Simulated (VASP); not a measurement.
# SiC3 (Pm-3m) in VASP: notebook

Runs on SiC3. Level: PBE. Tasks: single point, relaxation of cell and atoms.

All numbers are computed with VASP 6.6.1; they aren't measurements. Logs are shortened: lines on timing, memory, paths and dates and some standing lists are left out, and cuts for length are marked.

**1. The cell of the first run**

Symmetry: Pm-3m, No. 221, cubic system. Conventional cell: a = 3.185 Å, b = 3.185 Å, c = 3.185 Å, α = 90.00°, β = 90.00°, γ = 90.00°. Within 3.0 Å of Si (site symmetry m-3m) lie 12 C at 2.25 Å. C (site symmetry 4/mmm) has 4 Si at 2.25 Å and 8 C at 2.25 Å within 3.0 Å.

**2. Single point, PBE**

Contents of INCAR:

```
PREC = Accurate
ENCUT = 520
EDIFF = 1E-6
ISMEAR = 0
SIGMA = 0.1
LREAL = False
LASPH = True
NELM = 80
ALGO = Normal
ISIF = 2
LWAVE = False
LCHARG = True
GGA = PE
LELF = True
LVHAR = True
NBANDS = 16
```

Contents of KPOINTS:

```
regular mesh
0
Gamma
  4 4 4
```

Contents of POSCAR:

```
SiC3
1.0
    3.1854800547      0.0000000000      0.0000000000
    0.0000000000      3.1854800547      0.0000000000
    0.0000000000      0.0000000000      3.1854800547
Si C
1 3
Direct
    0.0000000000      0.0000000000      0.0000000000
    0.0000000000      0.5000000000      0.5000000000
    0.5000000000      0.0000000000      0.5000000000
    0.5000000000      0.5000000000      0.0000000000
```

Potentials or basis: VASP PAW PBE potentials, release 64 (Si, C).

The run is started by

```bash
cat potpaw_PBE.64/Si/POTCAR potpaw_PBE.64/C/POTCAR > POTCAR
mpirun -np 1 vasp_std > vasp.out
```

OUTCAR:

```text
PREC = Accurate
   ENCUT = 520
   EDIFF = 1E-6
   ISMEAR = 0
   LREAL = False
   LASPH = True
   NELM = 80
   ISIF = 2
   GGA = PE

 ion  position               nearest neighbor table
   1  0.000  0.000  0.000-   2 2.25   3 2.25   4 2.25   2 2.25   3 2.25   2 2.25   4 2.25   2 2.25
                             3 2.25   4 2.25   3 2.25   4 2.25
   2  0.000  0.500  0.500-   1 2.25   1 2.25   1 2.25   1 2.25
   3  0.500  0.000  0.500-   1 2.25   1 2.25   1 2.25   1 2.25
   4  0.500  0.500  0.000-   1 2.25   1 2.25   1 2.25   1 2.25

  LATTYP: Found a simple cubic cell.
 ALAT       =     3.1854800547

  Lattice vectors:

 A1 = (   3.1854800547,   0.0000000000,   0.0000000000)
 A2 = (   0.0000000000,   3.1854800547,   0.0000000000)
 A3 = (   0.0000000000,   0.0000000000,   3.1854800547)

Analysis of symmetry for initial positions (statically):
=====================================================================
 Subroutine PRICEL returns:
 Original cell was already a primitive cell.

 Routine SETGRP: Setting up the symmetry group for a
 simple cubic supercell.

 Subroutine GETGRP returns: Found 48 space group operations
 (whereof 48 operations were pure point group operations)
 out of a pool of 48 trial point group operations.

The static configuration has the point symmetry O_h .

Analysis of symmetry for dynamics (positions and initial velocities):
=====================================================================
 Subroutine PRICEL returns:
 Original cell was already a primitive cell.

 Routine SETGRP: Setting up the symmetry group for a
 simple cubic supercell.

 Subroutine GETGRP returns: Found 48 space group operations
 (whereof 48 operations were pure point group operations)
 out of a pool of 48 trial point group operations.

The dynamic configuration has the point symmetry O_h .

 Subroutine INISYM returns: Found 48 space group operations
 (whereof 48 operations are pure point group operations),
 and found     1 'primitive' translations

----------------------------------------------------------------------------------------

                                     Primitive cell

  volume of cell :      32.3240

  direct lattice vectors                    reciprocal lattice vectors
     3.185480055  0.000000000  0.000000000     0.313924427  0.000000000  0.000000000
[... 76 lines left out ...]
   LREAL  =      F    real-space projection
   EDIFFG = 0.1E-04   stopping-criterion for IOM
   NSW    =      0    number of steps for IOM
   IBRION =     -1    ionic relax: 0-MD 1-quasi-New 2-CG
   NFREE  =      0    steps in history (QN), initial steepest desc. (CG)
   ISIF   =      2    stress and relaxation
   ISYM   =      2    0-nonsym 1-usesym 2-fastsym
   POTIM  = 0.5000    time-step for ionic-motion
   TEBEG  =    0.0;   TEEND  =   0.0 temperature during run
   PSTRESS=    0.0 pullay stress
   NELECT =      16.0000    total number of electrons
   NUPDOWN=      -1.0000    fix difference up-down
   EMIN   =  10.00;   EMAX   =-10.00  energy-range for DOS
   EFERMI =   0.00;   METHOD = LEGACY
   ISMEAR =     0;   SIGMA  =   0.10  broadening in eV -4-tet -1-fermi 0-gaus
   EFERMI_NEDOS =   21; number of points for ismear=-14 and -15
   IALGO  =     38    algorithm
   IMIX   =      4    mixing-type and parameters
     AMIX     =   0.40;   BMIX     =  1.00
     AMIX_MAG =   1.60;   BMIX_MAG =  1.00
  volume/ion in A,a.u.               =       8.08        54.53
  Fermi-wavevector in a.u.,A,eV,Ry     =   1.295010  2.447215 22.817678  1.677052
  Thomas-Fermi vector in A             =   2.426557
   LORBIT       =      0    0 simple, 1 ext, 2 COOP (PROOUT), +10 PAW based schemes
   GGA     = PE    functional components
   LHFCALC =     F    Hartree Fock is set to
   AEXX    =    0.0000 exact exchange contribution
   IVDW    =     0    specifies the selected vdW correction
   LEPSILON=     F    determine dielectric tensor
   LRPA    =     F    only Hartree local field effects (RPA)
 non-spin polarized calculation
 Gauss-broadening in eV      SIGMA  =   0.10
  energy-cutoff  :      520.00
  volume of cell :       32.32
 maximum number of plane-waves:       912
 NGX is ok and might be reduce to    24
   NGX = 11   NGY = 11   NGZ = 11

 number of electron      16.0000000 magnetization

 Free energy of the ion-electron system (eV)
  ---------------------------------------------------
  ext. energy  EPLUGINS =         0.00000000
  ---------------------------------------------------
  free energy    TOTEN  =       -20.66150198 eV

  energy without entropy =      -20.64889339  energy(sigma->0) =      -20.65519769

 E-fermi :  10.0382     XC(G=0): -12.6003

 val. band max:       10.0316764500   @ k =   0.5000   0.0000   0.0000
 cond. band min:      10.0624214607   @ k =   0.5000   0.2500   0.2500
 fundamental gap:      0.0307450107
 Fermi energy:        10.0381757263

 k-point     1 :       0.0000    0.0000    0.0000
  band No.  band energies     occupation
      1      -8.4660      2.00000
      2       3.1904      2.00000
      3       3.1904      2.00000
      4       3.2650      2.00000
      5       3.2650      2.00000
      6       3.2650      2.00000
[... 167 lines left out ...]
      3      -0.2030      2.00000
      4       1.1516      2.00000
      5       1.1516      2.00000
      6       1.1516      2.00000
[... 8 lines left out ...]
     15      22.2793      0.00000
     16      22.2793      0.00000

------------------------ aborting loop because EDIFF is reached ----------------------------------------

  FORCE on cell =-STRESS in cart. coord.  units (eV):
  Direction    XX          YY          ZZ          XY          YZ          ZX
  --------------------------------------------------------------------------------------
  -------------------------------------------------------------------------------------
  Total        0.0309603      0.0309603      0.0309603      0.0000000      0.0000000      0.0000000
  in kB        1.5345858      1.5345858      1.5345858      0.0000000      0.0000000      0.0000000
  external PRESSURE =       1.5345858 kB  Pullay stress =       0.0000000 kB

 VOLUME and BASIS-vectors are now :
 -----------------------------------------------------------------------------
  energy-cutoff  :      520.00
  volume of cell :       32.32
      direct lattice vectors                 reciprocal lattice vectors
     3.185480055  0.000000000  0.000000000     0.313924427  0.000000000  0.000000000
     0.000000000  3.185480055  0.000000000     0.000000000  0.313924427  0.000000000
     0.000000000  0.000000000  3.185480055     0.000000000  0.000000000  0.313924427

 POSITION                                       TOTAL-FORCE (eV/Angst)
 -----------------------------------------------------------------------------------
      0.00000      0.00000      0.00000         0.000000      0.000000      0.000000
      0.00000      1.59274      1.59274         0.000000      0.000000      0.000000
      1.59274      0.00000      1.59274         0.000000      0.000000      0.000000
      1.59274      1.59274      0.00000         0.000000      0.000000      0.000000
 -----------------------------------------------------------------------------------
    total drift:                                0.000000     -0.000000     -0.000000

  FREE ENERGIE OF THE ION-ELECTRON SYSTEM (eV)
  ---------------------------------------------------
  free  energy   TOTEN  =       -20.6615019842 eV

  energy  without entropy=      -20.6488933904  energy(sigma->0) =      -20.65519769
```

Wall time 4.5 s (1 thread of Intel Xeon 6975P-C, shared host); peak memory 0.13 GiB.

Results:

```
Free energy            : -20.6615 eV
Pressure               : 0.2 GPa
Band gap on the k mesh : zero (band 8 reaches 11.25 eV, above the bottom of band 9 at 7.90 eV)
```

Levels at points of the mesh, in eV from the Fermi level:
| k point | band 5 | band 6 | band 7 | band 8 | band 9 | band 10 | band 11 | band 12 |
| --- | --- | --- | --- | --- | --- | --- | --- | --- |
| (0.00, 0.00, 0.00) | -6.77 | -6.77 | -1.41 | 1.21 | 1.21 | 1.21 | 3.65 | 3.65 |
| (0.50, 0.00, 0.00) | -4.22 | -3.21 | -3.21 | -2.27 | -2.14 | -0.01 | 3.67 | 3.67 |
| (0.50, 0.50, 0.00) | -1.79 | -1.79 | -1.12 | -0.74 | -0.74 | -0.74 | 2.70 | 2.92 |
| (0.50, 0.50, 0.50) | -8.89 | -8.89 | -8.29 | -5.58 | 5.06 | 5.06 | 5.06 | 5.53 |

Caveat: the k points lie up to 0.49 Å⁻¹ apart.

**3. Relaxation of cell and atoms, PBE**

This run uses another cell than the first one, of 13.10 Å³/atom, 1.621 times its volume.

Contents of INCAR:

```
PREC = Accurate
ENCUT = 600
EDIFF = 1E-6
ISMEAR = 0
SIGMA = 0.1
LREAL = False
LASPH = True
NELM = 60
ALGO = Normal
ISIF = 3
LWAVE = False
LCHARG = False
GGA = PE
IBRION = 2
NSW = 90
EDIFFG = -0.04
```

KPOINTS is that of step 2.

Contents of POSCAR:

```
SiC3
1.0
    3.7419182800      0.0000000000      0.0000000000
    0.0000000000      3.7419182800      0.0000000000
    0.0000000000      0.0000000000      3.7419182800
Si C
1 3
Direct
    0.0000000000      0.0000000000      0.0000000000
    0.0000000000      0.5000000000      0.5000000000
    0.5000000000      0.0000000000      0.5000000000
    0.5000000000      0.5000000000      0.0000000000
```

Potentials or basis: VASP PAW PBE potentials, release 64 (Si, C).

The run is started by

```bash
cat potpaw_PBE.64/Si/POTCAR potpaw_PBE.64/C/POTCAR > POTCAR
mpirun -np 1 vasp_std > vasp.out
```

Run time: 20 s. Hardware: 1 thread of Intel Xeon 6975P-C, shared host; peak memory 0.16 GiB.

It converged, with:

| Quantity | Value |
| --- | --- |
| Free energy | -20.6812 eV |
| Relaxed volume | 8.11 Å³/atom |
| Relaxed cell | a = 3.190 Å, b = 3.190 Å, c = 3.190 Å, α = 90.00°, β = 90.00°, γ = 90.00° |
| Space group after relaxing (to 0.05 Å) | Pm-3m (No. 221) |
| Energy gained by relaxing | 662.3 meV/atom |
| Ionic steps | 4 |
| Pressure after relaxing | -0.5 GPa |
| Band gap on the k mesh | zero (band 8 reaches 11.19 eV, above the bottom of band 9 at 7.82 eV) |

Step by step:
```tsv
step	energy change (eV)	largest force (eV/Å)	pressure (GPa)	volume (Å³)
1	0.0000	0.0000	-25.78	52.39
2	-2.2348	0.0000	-20.23	37.98
3	-2.6483	0.0000	1.25	32.10
4	-2.6491	0.0000	-0.54	32.45
```

Final structure:
```
Si C
1.0
     3.18951    0.00000    0.00000
     0.00000    3.18951    0.00000
     0.00000    0.00000    3.18951
Si C
1 3
Direct
  0.00000 0.00000 0.00000
  0.00000 0.50000 0.50000
  0.50000 0.00000 0.50000
  0.50000 0.50000 0.00000
```

Levels at points of the mesh, in eV from the Fermi level:
```tsv
k point	band 6	band 7	band 8	band 9	band 10	band 11
(0.00, 0.00, 0.00)	-6.74	-1.42	1.21	1.21	1.21	3.63
(0.50, 0.00, 0.00)	-3.19	-3.19	-2.25	-2.16	0.00	3.66
(0.50, 0.50, 0.00)	-1.77	-1.12	-0.74	-0.74	-0.73	2.68
(0.50, 0.50, 0.50)	-8.85	-8.26	-5.58	5.04	5.04	5.04
```

Caveat: the k points lie up to 0.49 Å⁻¹ apart in the final cell; the volume moved by over 15 % at a fixed basis, so the end points are rough.
